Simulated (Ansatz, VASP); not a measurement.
## Two plane-wave programs on Nb

```
CELL_PARAMETERS angstrom
4.74900 0.00000 0.00000
-2.37450 4.11275 0.00000
0.00000 0.00000 2.61423
ATOMIC_POSITIONS crystal
Nb 0.00000 0.00000 0.00000
Nb 0.33333 0.66667 0.50000
Nb 0.66667 0.33333 0.50000
```

Alike in both runs: task single point; functional PBE; k mesh 9 × 9 × 13; occupations fermi-dirac, width 0.1 eV; no spin polarisation.

|  | VASP | Ansatz |
| --- | --- | --- |
| version | VASP 6.6.1 | Ansatz 0.2.0 |
| potentials or method | VASP PAW PBE potentials, release 64 (Nb_sv), cutoff 500 eV | plane waves (420 eV) with PAW, scalar-relativistic |
| valence electrons in the cell | 39 | 39 |

VASP gave:

| Quantity | Value |
| --- | --- |
| pressure (GPa) | 15.6 |
| traceless stress, the component that is largest in VASP (GPa) | 0.55 |

Q: Which values does Ansatz return?

A: Pressure (GPa): 16.0; traceless stress, the component that is largest in VASP (GPa): 0.45.
